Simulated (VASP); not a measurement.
Input of a VASP 6.6.1 run:

The input INCAR:

```
ALGO = Normal
EDIFF = 1E-6
ENCUT = 520
GGA = PE
ISIF = 2
ISMEAR = 0
LASPH = True
LCHARG = False
LREAL = False
LWAVE = False
NBANDS = 26
NELM = 100
PREC = Accurate
SIGMA = 0.02
```

Contents of KPOINTS:

```
k-points
0
Gamma
  8 8 8
```

The input POSCAR:

```
CdS
1.0
    0.0000000000      3.9021441524      6.4732805595
    1.9720960986      0.0000000000      6.4732805595
    1.9720960986      3.9021441524      0.0000000000
Cd S
2 2
Direct
    0.5677547219      0.5677547219      0.9322452781
    0.3177547219      0.3177547219      0.6822452781
    0.6822452781      0.6822452781      0.3177547219
    0.9322452781      0.9322452781      0.5677547219
```

Potentials or basis: VASP PAW PBE potentials, release 64 (Cd, S).

Launch:

```console
$ cat potpaw_PBE.64/Cd/POTCAR potpaw_PBE.64/S/POTCAR > POTCAR
$ mpirun -np 1 vasp_std > vasp.out
```

Question: Estimate the largest force.

Answer: 0.006 eV/Å.

Question: What does it give for the band gap on the k mesh?

Answer: 0.61 eV.

Question: Predict the pressure.

Answer: -2.6 GPa.

Stress tensor (GPa, compression positive):
```
-2.55  0.00  0.00
 0.00 -2.64  0.00
 0.00  0.00 -2.55
```

A k mesh can miss the band edges.
